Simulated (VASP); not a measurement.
# TiB2 (P6/mmm) in VASP: a series of runs, part 2 of 3

VASP 6.6.1.

**3. Single point, r2SCAN**

This run uses another cell than the first one, of 8.69 Å³/atom.

POSCAR

```
TiB2
1.0
    3.0449328279     -0.0000000029      0.0000000000
   -1.5224664115      2.6369891832      0.0000000000
    0.0000000000      0.0000000000      3.2456982000
Ti B
1 2
Direct
    0.0000000000      0.0000000000      0.0000000000
    0.3333333333      0.6666666667      0.5000000000
    0.6666666667      0.3333333333      0.5000000000
```

INCAR.step1

```
PREC = Accurate ; ENCUT = 550
ISMEAR = -1 ; SIGMA = 0.1
LREAL = False ; LASPH = True
NELM = 120 ; NBANDS = 16
GGA = PE ; ALGO = Normal
EDIFF = 1E-5 ; LWAVE = True
LCHARG = False ; GGA_COMPAT = False
```

INCAR.step2

```
PREC = Accurate ; ENCUT = 550
EDIFF = 1E-6 ; ISMEAR = -1
SIGMA = 0.1 ; LREAL = False
LASPH = True ; NELM = 120
ALGO = Normal ; ISIF = 2
LWAVE = False ; LCHARG = True
METAGGA = R2SCAN ; LMIXTAU = True
LELF = True ; LVHAR = True
NBANDS = 16 ; ISTART = 1
GGA_COMPAT = False
```

KPOINTS

```
regular mesh
0
Gamma
  13 13 10
```

Potentials or basis: VASP PAW PBE potentials, release 64 (Ti_sv, B).

Command:

```
> cat potpaw_PBE.64/Ti_sv/POTCAR potpaw_PBE.64/B/POTCAR > POTCAR
> cp INCAR.step1 INCAR
> mpirun -np 1 vasp_std > vasp.out
> cp INCAR.step2 INCAR
> mpirun -np 1 vasp_std > vasp.out
```

OUTCAR:

```text
PREC = Accurate
   ENCUT = 550
   EDIFF = 1E-6
   ISMEAR = -1
   LREAL = False
   LASPH = True
   NELM = 120
   ISIF = 2
   METAGGA = R2SCAN
   ISTART = 1

 ion  position               nearest neighbor table
   1  0.000  0.000  0.000-   2 2.39   3 2.39   2 2.39   3 2.39   3 2.39   3 2.39   2 2.39   2 2.39
                             3 2.39   3 2.39   2 2.39   2 2.39
   2  0.333  0.667  0.500-   3 1.76   3 1.76   3 1.76   1 2.39   1 2.39   1 2.39   1 2.39   1 2.39
                             1 2.39
   3  0.667  0.333  0.500-   2 1.76   2 1.76   2 1.76   1 2.39   1 2.39   1 2.39   1 2.39   1 2.39
                             1 2.39

  LATTYP: Found a hexagonal cell.
 ALAT       =     3.0449328279
 C/A-ratio  =     1.0659342532

  Lattice vectors:

 A1 = (   3.0449328279,  -0.0000000029,   0.0000000000)
 A2 = (  -1.5224664115,   2.6369891832,   0.0000000000)
 A3 = (   0.0000000000,   0.0000000000,   3.2456982000)

Analysis of symmetry for initial positions (statically):
=====================================================================
 Subroutine PRICEL returns:
 Original cell was already a primitive cell.

 Routine SETGRP: Setting up the symmetry group for a
 hexagonal supercell.

 Subroutine GETGRP returns: Found 24 space group operations
 (whereof 24 operations were pure point group operations)
 out of a pool of 24 trial point group operations.

The static configuration has the point symmetry D_6h.

Analysis of symmetry for dynamics (positions and initial velocities):
=====================================================================
 Subroutine PRICEL returns:
 Original cell was already a primitive cell.

 Routine SETGRP: Setting up the symmetry group for a
 hexagonal supercell.

 Subroutine GETGRP returns: Found 24 space group operations
 (whereof 24 operations were pure point group operations)
 out of a pool of 24 trial point group operations.

The dynamic configuration has the point symmetry D_6h.

 Subroutine INISYM returns: Found 24 space group operations
 (whereof 24 operations are pure point group operations),
 and found     1 'primitive' translations

----------------------------------------------------------------------------------------

                                     Primitive cell

  volume of cell :      26.0612

  direct lattice vectors                    reciprocal lattice vectors
     3.044932828 -0.000000003  0.000000000     0.328414470  0.189610182  0.000000000
    -1.522466411  2.636989183  0.000000000     0.000000000  0.379220365  0.000000000
     0.000000000  0.000000000  3.245698200     0.000000000  0.000000000  0.308100118

  length of vectors
     3.044932828  3.044932828  3.245698200     0.379220365  0.379220365  0.308100118

  position of ions in fractional coordinates (direct lattice)
     0.000000000  0.000000000  0.000000000
     0.333333333  0.666666667  0.500000000
     0.666666667  0.333333333  0.500000000

  ion indices of the primitive-cell ions
   primitive index   ion index
                 1           1
                 2           2
                 3           3

----------------------------------------------------------------------------------------

 KPOINTS: regular mesh

Automatic generation of k-mesh.
 Grid dimensions read from file:
[... 22 lines left out ...]
  0.000000  0.000000  0.000000      1.000000
  0.076923  0.000000  0.000000      6.000000
  0.153846  0.000000  0.000000      6.000000
  0.230769  0.000000  0.000000      6.000000
  0.307692  0.000000  0.000000      6.000000
  0.384615 -0.000000  0.000000      6.000000
[... 16 lines left out ...]
  0.076923  0.000000  0.100000     12.000000
  0.153846  0.000000  0.100000     12.000000
 [... further k-points ...]
   k-points           NKPTS =    126   k-points in BZ     NKDIM =    126   number of bands    NBANDS=     16
   number of dos      NEDOS =    301   number of ions     NIONS =      3
   total plane-waves  NPLWV =  16128
   dimension x,y,z NGX =    24 NGY =   24 NGZ =   28
   dimension x,y,z NGXF=    48 NGYF=   48 NGZF=   56
   ions per type =               1   2
   NGX,Y,Z   is equivalent  to a cutoff of  13.10, 13.10, 14.34 a.u.
   NGXF,Y,Z  is equivalent  to a cutoff of  26.21, 26.21, 28.68 a.u.
 SYSTEM =  unknown system
   PREC   = accura    normal or accurate (medium, high low for compatibility)
   ISTART =      1    job   : 0-new  1-cont  2-samecut
   ICHARG =      0    charge: 1-file 2-atom 10-const
   ISPIN  =      1    spin polarized calculation?
   LNONCOLLINEAR =      F non collinear calculations
   LSORBIT =      F    spin-orbit coupling
   LASPH  =      T    aspherical Exc in radial PAW
   ENCUT  =  550.0 eV  40.42 Ry    6.36 a.u.   5.82  5.82  6.21*2*pi/ulx,y,z
   NELM   =    120;   NELMIN=  2; NELMDL=  0     # of ELM steps
   EDIFF  = 0.1E-05   stopping-criterion for ELM
   LREAL  =      F    real-space projection
   EDIFFG = 0.1E-04   stopping-criterion for IOM
   NSW    =      0    number of steps for IOM
   IBRION =     -1    ionic relax: 0-MD 1-quasi-New 2-CG
   NFREE  =      0    steps in history (QN), initial steepest desc. (CG)
   ISIF   =      2    stress and relaxation
   ISYM   =      2    0-nonsym 1-usesym 2-fastsym
   POTIM  = 0.5000    time-step for ionic-motion
   TEBEG  =    0.0;   TEEND  =   0.0 temperature during run
   PSTRESS=    0.0 pullay stress
   NELECT =      18.0000    total number of electrons
   NUPDOWN=      -1.0000    fix difference up-down
   EMIN   =  10.00;   EMAX   =-10.00  energy-range for DOS
   EFERMI =   0.00;   METHOD = LEGACY
   ISMEAR =    -1;   SIGMA  =   0.10  broadening in eV -4-tet -1-fermi 0-gaus
   EFERMI_NEDOS =   21; number of points for ismear=-14 and -15
   IALGO  =     38    algorithm
   IMIX   =      4    mixing-type and parameters
     AMIX     =   0.40;   BMIX     =  1.00
     AMIX_MAG =   1.60;   BMIX_MAG =  1.00
  volume/ion in A,a.u.               =       8.69        58.62
  Fermi-wavevector in a.u.,A,eV,Ry     =   1.447108  2.734638 28.492252  2.094121
  Thomas-Fermi vector in A             =   2.565100
   LORBIT       =      0    0 simple, 1 ext, 2 COOP (PROOUT), +10 PAW based schemes
   METAGGA = R2SCAN    functional components
   LHFCALC =     F    Hartree Fock is set to
   AEXX    =    0.0000 exact exchange contribution
   IVDW    =     0    specifies the selected vdW correction
   LEPSILON=     F    determine dielectric tensor
   LRPA    =     F    only Hartree local field effects (RPA)
 non-spin polarized calculation
  energy-cutoff  :      550.00
  volume of cell :       26.06
 maximum number of plane-waves:       774
 NGX is ok and might be reduce to    24
   NGX = 11   NGY = 11   NGZ = 13

 number of electron      17.9999998 magnetization

 Free energy of the ion-electron system (eV)
  ---------------------------------------------------
  ext. energy  EPLUGINS =         0.00000000
  ---------------------------------------------------
  free energy    TOTEN  =       -30.97389102 eV

  energy without entropy =      -30.96178936  energy(sigma->0) =      -30.96784019

 E-fermi :   9.9867     XC(G=0): -13.6581

 val. band max:        9.9569266709   @ k =   0.2308   0.2308   0.0000
 cond. band min:      10.0161711817   @ k =   0.0769   0.0000   0.4000
 fundamental gap:      0.0592445108
 Fermi energy:         9.9866519075

 k-point     1 :       0.0000    0.0000    0.0000
  band No.  band energies     occupation
      1     -49.4645      2.00000
      2     -24.7747      2.00000
      3     -24.4575      2.00000
      4     -24.4575      2.00000
      5      -4.4192      2.00000
      6       7.2383      2.00000
[... 433 lines left out ...]
      3     -24.5440      2.00000
      4     -24.4758      2.00000
      5      -3.8258      2.00000
      6       5.9734      2.00000
[... 8 lines left out ...]
     15      17.9985      0.00000
     16      18.2585      0.00000

 [... further k-points ...]

------------------------ aborting loop because EDIFF is reached ----------------------------------------

  FORCE on cell =-STRESS in cart. coord.  units (eV):
  Direction    XX          YY          ZZ          XY          YZ          ZX
  --------------------------------------------------------------------------------------
  -------------------------------------------------------------------------------------
  Total       -0.7635845     -0.7635845     -0.5833199      0.0000000      0.0000000      0.0000000
  in kB      -46.9432883    -46.9432883    -35.8610663      0.0000000      0.0000000      0.0000000
  external PRESSURE =     -43.2492143 kB  Pullay stress =       0.0000000 kB

 VOLUME and BASIS-vectors are now :
 -----------------------------------------------------------------------------
  energy-cutoff  :      550.00
  volume of cell :       26.06
      direct lattice vectors                 reciprocal lattice vectors
     3.044932828 -0.000000003  0.000000000     0.328414470  0.189610182  0.000000000
    -1.522466411  2.636989183  0.000000000     0.000000000  0.379220365  0.000000000
     0.000000000  0.000000000  3.245698200     0.000000000  0.000000000  0.308100118

 POSITION                                       TOTAL-FORCE (eV/Angst)
 -----------------------------------------------------------------------------------
      0.00000      0.00000      0.00000         0.000000      0.000000     -0.000000
      0.00000      1.75799      1.62285        -0.000000      0.000000      0.000000
      1.52247      0.87900      1.62285         0.000000     -0.000000     -0.000000
 -----------------------------------------------------------------------------------
    total drift:                               -0.000000      0.000000     -0.000000

  FREE ENERGIE OF THE ION-ELECTRON SYSTEM (eV)
  ---------------------------------------------------
  free  energy   TOTEN  =       -30.9738910231 eV

  energy  without entropy=      -30.9617893616  energy(sigma->0) =      -30.96784019
```

Wall time 5.5 min (1 thread of AMD EPYC 7R13, shared host); peak memory 0.16 GiB.

What came out:

| Quantity | Value |
| --- | --- |
| Free energy | -30.9739 eV |
| Pressure | -4.3 GPa |
| Band gap on the k mesh | zero (bands 9 and 10 overlap by 0.54 eV) |

Levels at points of the mesh, in eV from the Fermi level:
```
           k point  band 5  band 6  band 7  band 8  band 9  band 10  band 11  band 12  band 13  band 14
(0.00, 0.00, 0.00)  -14.41   -2.75   -2.75   -2.61   -2.16     1.92     1.92     3.76     3.76     5.86
(0.00, 0.00, 0.50)  -12.49   -8.08   -0.64   -0.64   -0.22    -0.22     0.45     0.45     1.71     6.79
```

Caveat: the cell stands under tension; the PAW data sets were made with another functional, which shifts forces and pressure a little.

(Part 2 of 3 ends here.)
